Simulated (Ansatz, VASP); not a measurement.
# Two plane-wave programs on WS2

Contents of INCAR:

```
PREC     = Accurate       # precision mode
ENCUT    = 520            # plane-wave cutoff, eV
EDIFF    = 1E-7           # SCF threshold, eV
ISMEAR   = 0              # smearing method
SIGMA    = 0.05           # smearing width, eV
LREAL    = F              # projectors in reciprocal space
LASPH    = T              # aspherical terms in the spheres
NELM     = 80             # most SCF steps
ALGO     = Normal         # electronic algorithm
ISIF     = 2              # what is computed and relaxed
LWAVE    = F              # write WAVECAR
LCHARG   = F              # write CHGCAR
LDIPOL   = T            
IDIPOL   = 3            
DIPOL    = 0.5 0.5 0.421
GGA      = PE             # functional
IVDW     = 12             # dispersion correction
NBANDS   = 35             # bands
```

Contents of KPOINTS:

```
Automatic mesh
0
Gamma
  9 9 1
```

POSCAR

```
WS2
1.0
    3.1595457497      0.0000000000      0.0000000000
   -1.5797728749      2.7362468836      0.0000000000
    0.0000000000      0.0000000000     23.8042575719
S W
4 2
Direct
    0.3333333333      0.6666666667      0.1890418126
    0.3333333333      0.6666666667      0.3214605103
    0.8333333333      0.6666666667      0.5205845529
    0.8333333333      0.6666666667      0.6530032506
    0.6666666667      0.3333333333      0.2552511581
    1.1666666667      0.3333333333      0.5867938984
```

Input for Ansatz:

```yaml
crystal:
  lattice:
    - [3.1595457497, 0.0, 0.0]
    - [-1.5797728749, 2.7362468836, 0.0]
    - [0.0, 0.0, 23.8042575719]
  atoms:
    - { symbol: S, position: [0.3333333333, 0.6666666667, 0.1890418126] }
    - { symbol: W, position: [0.6666666667, 0.3333333333, 0.2552511581] }
    - { symbol: S, position: [0.3333333333, 0.6666666667, 0.3214605103] }
    - { symbol: S, position: [0.8333333333, 0.6666666667, 0.5205845529] }
    - { symbol: W, position: [1.1666666667, 0.3333333333, 0.5867938984] }
    - { symbol: S, position: [0.8333333333, 0.6666666667, 0.6530032506] }
basis:
  ecutwfc: 420
kpoints:
  mp_grid: { grid: [9, 9, 1] }
hamiltonian:
  xc: pbe
  pseudopotentials: { kind: paw, azcp: { folder: soft_1 } }
  dispersion: d3bj
scf:
  occupations: { method: gaussian, width: 0.05 }
output:
  forces: true
  eigenvalues: true
efield:
  axis: 3
  dipole_correction: true
  ramp_width: 0.04
```

Alike in both runs: task single point; functional PBE; dispersion D3(BJ); k mesh 9 × 9 × 1; occupations gaussian, width 0.05 eV; no spin polarisation.

```csv
,VASP,Ansatz
version,VASP 6.6.1,Ansatz 0.2.0
potentials or method,"VASP PAW PBE potentials, release 64 (S, W_sv), cutoff 520 eV","scalar-relativistic, plane waves, PAW"
valence electrons in the cell,52,52
```

|  | VASP | Ansatz | Ansatz less VASP |
| --- | --- | --- | --- |
| gap on the k mesh at the Fermi level (eV) | 1.92 | 1.92 | -0.003 |
| least direct gap on the mesh (eV) | 1.92 | 1.92 | -0.003 |
| rms of the force components (eV/Å) | 0.017 | 0.016 | -0.0007 |

Spin-orbit coupling is off throughout.
